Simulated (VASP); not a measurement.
# Li2Pt (P6/mmm) in VASP: further runs, part 3 of 4

VASP 6.6.1.

## (4) Electric field gradients, LDA (volume scaled by 0.98)

Input file INCAR:

```
SYSTEM = Li2Pt
ALGO     = Normal         ! electronic algorithm
EDIFF    = 1E-8           ! SCF threshold, eV
ENCUT    = 520            ! plane-wave cutoff, eV
GGA      = CA             ! functional
ISIF     = 2              ! what is computed and relaxed
ISMEAR   = -1             ! smearing method
LASPH    = .True.         ! aspherical terms in the spheres
LCHARG   = .False.        ! write CHGCAR
LEFG     = .True.       
LREAL    = .False.        ! projectors in reciprocal space
LWAVE    = .False.        ! write WAVECAR
NBANDS   = 15             ! bands
NELM     = 60             ! most SCF steps
PREC     = Accurate       ! precision mode
SIGMA    = 0.03           ! smearing width, eV
```

Input file KPOINTS:

```
k-points
0
Gamma
  9 9 12
  0 0 0
```

Input file POSCAR:

```
Li2Pt
1.0
    4.1579041872      0.0000000000      0.0000000000
   -2.0789520936      3.6008506527      0.0000000000
    0.0000000000      0.0000000000      2.6431404015
Li Pt
2 1
Direct
    0.3333333333      0.6666666667      0.5000000000
    0.6666666667      0.3333333333      0.5000000000
    0.0000000000      0.0000000000      0.0000000000
```

Potentials or basis: VASP PAW LDA potentials, release 64 (Li_sv, Pt).

Started as:

```bash
cat potpaw_LDA.64/Li_sv/POTCAR potpaw_LDA.64/Pt/POTCAR > POTCAR
mpirun -np 1 vasp_std > vasp.out
```

OUTCAR:

```text
SYSTEM = Li2Pt
   EDIFF = 1E-8
   ENCUT = 520
   GGA = CA
   ISIF = 2
   ISMEAR = -1
   LASPH = .True.
   LREAL = .False.
   NELM = 60
   PREC = Accurate

 ion  position               nearest neighbor table
   1  0.333  0.667  0.500-   2 2.40   2 2.40   2 2.40   3 2.74   3 2.74   3 2.74   3 2.74   3 2.74
                             3 2.74
   2  0.667  0.333  0.500-   1 2.40   1 2.40   1 2.40   3 2.74   3 2.74   3 2.74   3 2.74   3 2.74
                             3 2.74
   3  0.000  0.000  0.000-   1 2.74   2 2.74   1 2.74   2 2.74   2 2.74   2 2.74   1 2.74   1 2.74
                             2 2.74   2 2.74   1 2.74   1 2.74

  LATTYP: Found a hexagonal cell.
 ALAT       =     4.1579041872
 C/A-ratio  =     0.6356905505

  Lattice vectors:

 A1 = (   4.1579041872,   0.0000000000,   0.0000000000)
 A2 = (  -2.0789520936,   3.6008506527,   0.0000000000)
 A3 = (   0.0000000000,   0.0000000000,   2.6431404015)

Analysis of symmetry for initial positions (statically):
=====================================================================
 Subroutine PRICEL returns:
 Original cell was already a primitive cell.

 Routine SETGRP: Setting up the symmetry group for a
 hexagonal supercell.

 Subroutine GETGRP returns: Found 24 space group operations
 (whereof 24 operations were pure point group operations)
 out of a pool of 24 trial point group operations.

The static configuration has the point symmetry D_6h.

Analysis of symmetry for dynamics (positions and initial velocities):
=====================================================================
 Subroutine PRICEL returns:
 Original cell was already a primitive cell.

 Routine SETGRP: Setting up the symmetry group for a
 hexagonal supercell.

 Subroutine GETGRP returns: Found 24 space group operations
 (whereof 24 operations were pure point group operations)
 out of a pool of 24 trial point group operations.

The dynamic configuration has the point symmetry D_6h.

 Subroutine INISYM returns: Found 24 space group operations
 (whereof 24 operations are pure point group operations),
 and found     1 'primitive' translations

----------------------------------------------------------------------------------------

                                     Primitive cell

  volume of cell :      39.5731

  direct lattice vectors                    reciprocal lattice vectors
     4.157904187  0.000000000  0.000000000     0.240505782  0.138856078  0.000000000
    -2.078952094  3.600850653  0.000000000     0.000000000  0.277712157  0.000000000
     0.000000000  0.000000000  2.643140402     0.000000000  0.000000000  0.378337829

  length of vectors
     4.157904187  4.157904187  2.643140402     0.277712157  0.277712157  0.378337829

  position of ions in fractional coordinates (direct lattice)
     0.333333333  0.666666667  0.500000000
     0.666666667  0.333333333  0.500000000
     0.000000000  0.000000000  0.000000000

  ion indices of the primitive-cell ions
   primitive index   ion index
                 1           1
                 2           2
                 3           3

----------------------------------------------------------------------------------------
[... 96 lines left out ...]
   LHFCALC =     F    Hartree Fock is set to
   AEXX    =    0.0000 exact exchange contribution
   IVDW    =     0    specifies the selected vdW correction
   LEPSILON=     F    determine dielectric tensor
   LRPA    =     F    only Hartree local field effects (RPA)
 non-spin polarized calculation
  energy-cutoff  :      520.00
  volume of cell :       39.57
 maximum number of plane-waves:      1102
 NGX is ok and might be reduce to    32
   NGX = 15   NGY = 15   NGZ =  9

 number of electron      15.9999997 magnetization

 Free energy of the ion-electron system (eV)
  ---------------------------------------------------
  ext. energy  EPLUGINS =         0.00000000
  ---------------------------------------------------
  free energy    TOTEN  =       -13.16100468 eV

  energy without entropy =      -13.15691481  energy(sigma->0) =      -13.15895974

 E-fermi :   5.2709     XC(G=0): -10.5420

 val. band max:        5.2416485097   @ k =   0.3333   0.0000   0.4167
 cond. band min:       5.2925957646   @ k =   0.2222   0.2222   0.4167
 fundamental gap:      0.0509472549
 Fermi energy:         5.2709196146

 k-point     1 :       0.0000    0.0000    0.0000
  band No.  band energies     occupation
      1     -39.4448      2.00000
      2     -39.3188      2.00000
      3      -1.4497      2.00000
      4       0.7700      2.00000
      5       1.8750      2.00000
      6       1.8750      2.00000
      7       4.6255      2.00000
      8       4.6255      2.00000
      9       9.1200      0.00000
     10       9.1200      0.00000
     11      11.7253      0.00000
     12      11.7253      0.00000
     13      14.4977      0.00000
     14      15.6059      0.00000
[... 401 lines left out ...]
      2     -39.3790      2.00000
      3      -0.4644      2.00000
      4       2.2471      2.00000
      5       2.2524      2.00000
      6       2.2524      2.00000
      7       3.8412      2.00000
      8       3.8412      2.00000
      9       5.2945      0.62672
     10       5.2945      0.62672
     11      13.7004      0.00000
     12      16.4494      0.00000
     13      16.4494      0.00000
     14      20.0934      0.00000
     15      20.0935      0.00000

 [... further k-points ...]

------------------------ aborting loop because EDIFF is reached ----------------------------------------

  FORCE on cell =-STRESS in cart. coord.  units (eV):
  Direction    XX          YY          ZZ          XY          YZ          ZX
  --------------------------------------------------------------------------------------
  -------------------------------------------------------------------------------------
  Total       -0.7170485     -0.7170485     -0.7293831      0.0000000      0.0000000      0.0000000
  in kB      -29.0308180    -29.0308180    -29.5302051      0.0000000      0.0000000      0.0000000
  external PRESSURE =     -29.1972804 kB  Pullay stress =       0.0000000 kB

 VOLUME and BASIS-vectors are now :
 -----------------------------------------------------------------------------
  energy-cutoff  :      520.00
  volume of cell :       39.57
      direct lattice vectors                 reciprocal lattice vectors
     4.157904187  0.000000000  0.000000000     0.240505782  0.138856078  0.000000000
    -2.078952094  3.600850653  0.000000000     0.000000000  0.277712157  0.000000000
     0.000000000  0.000000000  2.643140402     0.000000000  0.000000000  0.378337829

 POSITION                                       TOTAL-FORCE (eV/Angst)
 -----------------------------------------------------------------------------------
     -0.00000      2.40057      1.32157         0.000000      0.000000     -0.000000
      2.07895      1.20028      1.32157        -0.000000      0.000000      0.000000
      0.00000      0.00000      0.00000         0.000000      0.000000      0.000000
 -----------------------------------------------------------------------------------
    total drift:                                0.000000     -0.000000     -0.000000

  FREE ENERGIE OF THE ION-ELECTRON SYSTEM (eV)
  ---------------------------------------------------
  free  energy   TOTEN  =       -13.1610046761 eV

  energy  without entropy=      -13.1569148131  energy(sigma->0) =      -13.15895974

 Electric field gradients (V/A^2)
---------------------------------------------------------------------
 ion       V_xx      V_yy      V_zz      V_xy      V_xz      V_yz
---------------------------------------------------------------------
   1      -0.130    -0.133     0.264    -0.003     0.000    -0.000
   2      -0.130    -0.133     0.264    -0.003    -0.000    -0.000
   3     162.524   162.523  -325.047    -0.001    -0.000    -0.000
---------------------------------------------------------------------

 Electric field gradients after diagonalization (V/A^2)
 (convention: |V_zz| > |V_xx| > |V_yy|)
----------------------------------------------------------------------
 ion       V_xx      V_yy      V_zz     asymmetry (V_yy - V_xx)/ V_zz
----------------------------------------------------------------------
   1      -0.135    -0.129     0.264       0.023
   2      -0.135    -0.129     0.264       0.023
   3     162.524   162.523  -325.047       0.000
----------------------------------------------------------------------

           NMR quadrupolar parameters

 Cq : quadrupolar parameter    Cq=e*Q*V_zz/h
 eta: asymmetry parameters     (V_yy - V_xx)/ V_zz
 Q  : nuclear electric quadrupole moment in mb (millibarn)
----------------------------------------------------------------------
 ion       Cq(MHz)       eta       Q (mb)
----------------------------------------------------------------------
   1       0.001       0.023       1.000
   2       0.001       0.023       1.000
   3      -0.786       0.000       1.000
----------------------------------------------------------------------
```

Run time: 14 s. Hardware: 1 thread of Intel Xeon 6975P-C (Granite Rapids), shared host; peak memory 0.17 GiB.

What came out:

* Free energy: -13.1610 eV
* Band gap on the k mesh: zero (band 8 reaches 6.40 eV, above the bottom of band 9 at 4.57 eV)

Levels at points of the mesh, in eV from the Fermi level:
```
           k point  band 5  band 6  band 7  band 8  band 9  band 10  band 11  band 12
(0.00, 0.00, 0.00)   -3.40   -3.40   -0.65   -0.65    3.85     3.85     6.45     6.45
(0.00, 0.00, 0.50)   -3.86   -2.19   -2.19    0.58    2.93     6.50     6.50     7.29
```

Electric field gradients, principal values (V/Å²):
```csv
atom,least,middle,greatest (by size)
1 Li,-0.129,-0.135,0.264
2 Li,-0.129,-0.135,0.264
3 Pt,162.523,162.524,-325.047
```

Caveat: the cutoff is under 1.25 times the usual one of these potentials, so pressure, stress and relaxed cells hold a basis-set (Pulay) error; without QUAD_EFG the Cq values of the log hold for a quadrupole moment of 1 mb, not for the nuclei; spin-orbit coupling is left out, which moves the levels of the heavy elements.

## (5) Electric field gradients, LDA (volume scaled by 0.98)

Input file INCAR:

```
SYSTEM = Li2Pt
ALGO = Normal
EDIFF = 1E-8
ENCUT = 520
ISIF = 2
ISMEAR = -1
LASPH = .TRUE.
LCHARG = .FALSE.
LEFG = .TRUE.
LREAL = .FALSE.
LWAVE = .FALSE.
NBANDS = 15
NELM = 60
PREC = Accurate
SIGMA = 0.03
```

Input file KPOINTS:

```
k-points
0
G
  9 9 12
  0 0 0
```

POSCAR is that of step 4.

Potentials or basis: VASP PAW LDA potentials, release 64 (Li_sv, Pt).

Started as:

```bash
cat potpaw_LDA.64/Li_sv/POTCAR potpaw_LDA.64/Pt/POTCAR > POTCAR
mpirun -np 1 vasp_std > vasp.out
```

OUTCAR:

```text
SYSTEM = Li2Pt
   EDIFF = 1E-8
   ENCUT = 520
   ISIF = 2
   ISMEAR = -1
   LASPH = .TRUE.
   LREAL = .FALSE.
   NELM = 60
   PREC = Accurate

 ion  position               nearest neighbor table
   1  0.333  0.667  0.500-   2 2.40   2 2.40   2 2.40   3 2.74   3 2.74   3 2.74   3 2.74   3 2.74
                             3 2.74
   2  0.667  0.333  0.500-   1 2.40   1 2.40   1 2.40   3 2.74   3 2.74   3 2.74   3 2.74   3 2.74
                             3 2.74
   3  0.000  0.000  0.000-   1 2.74   2 2.74   1 2.74   2 2.74   2 2.74   2 2.74   1 2.74   1 2.74
                             2 2.74   2 2.74   1 2.74   1 2.74

  LATTYP: Found a hexagonal cell.
 ALAT       =     4.1579041872
 C/A-ratio  =     0.6356905505

[... 658 lines left out ...]
 ion       V_xx      V_yy      V_zz      V_xy      V_xz      V_yz
---------------------------------------------------------------------
   1      -0.130    -0.133     0.264    -0.003     0.000    -0.000
   2      -0.130    -0.133     0.264    -0.003    -0.000    -0.000
   3     162.524   162.523  -325.047    -0.001    -0.000    -0.000
---------------------------------------------------------------------

 Electric field gradients after diagonalization (V/A^2)
 (convention: |V_zz| > |V_xx| > |V_yy|)
----------------------------------------------------------------------
 ion       V_xx      V_yy      V_zz     asymmetry (V_yy - V_xx)/ V_zz
----------------------------------------------------------------------
   1      -0.135    -0.129     0.264       0.023
   2      -0.135    -0.129     0.264       0.023
   3     162.524   162.523  -325.047       0.000
----------------------------------------------------------------------

           NMR quadrupolar parameters

 Cq : quadrupolar parameter    Cq=e*Q*V_zz/h
 eta: asymmetry parameters     (V_yy - V_xx)/ V_zz
 Q  : nuclear electric quadrupole moment in mb (millibarn)
----------------------------------------------------------------------
 ion       Cq(MHz)       eta       Q (mb)
----------------------------------------------------------------------
   1       0.001       0.023       1.000
   2       0.001       0.023       1.000
   3      -0.786       0.000       1.000
----------------------------------------------------------------------
```

stdout:

```text
POSCAR found type information on POSCAR LiPt
 POSCAR found :  2 types and       3 ions
 scaLAPACK will be used
 LDA part: xc-table for (Slater(with rela. corr.)+CA(PZ))
 , standard interpolation
 POSCAR, INCAR and KPOINTS ok, starting setup
 FFT: planning ... GRIDC
 FFT: planning ... GRID_SOFT
 FFT: planning ... GRID
 WAVECAR not read
 entering main loop
ion   1

ion   2

ion   3
```

It took 14 s on 1 thread of Intel Xeon 6975P-C (Granite Rapids), shared host; peak memory 0.17 GiB.

Results:

```yaml
Free_energy: -13.1610 eV
Band_gap_on_the_k_mesh: zero (band 8 reaches 6.40 eV, above the bottom of band 9 at 4.57 eV)
```

Electric field gradients, principal values (V/Å²):
```
atom    least   middle  greatest (by size)
1 Li   -0.129   -0.135               0.264
2 Li   -0.129   -0.135               0.264
3 Pt  162.523  162.524            -325.047
```

Caveat: the cutoff is under 1.25 times the usual one of these potentials, so pressure, stress and relaxed cells hold a basis-set (Pulay) error; without QUAD_EFG the Cq values of the log hold for a quadrupole moment of 1 mb, not for the nuclei; spin-orbit coupling is left out, which moves the levels of the heavy elements.

[end of part 3 of 4]
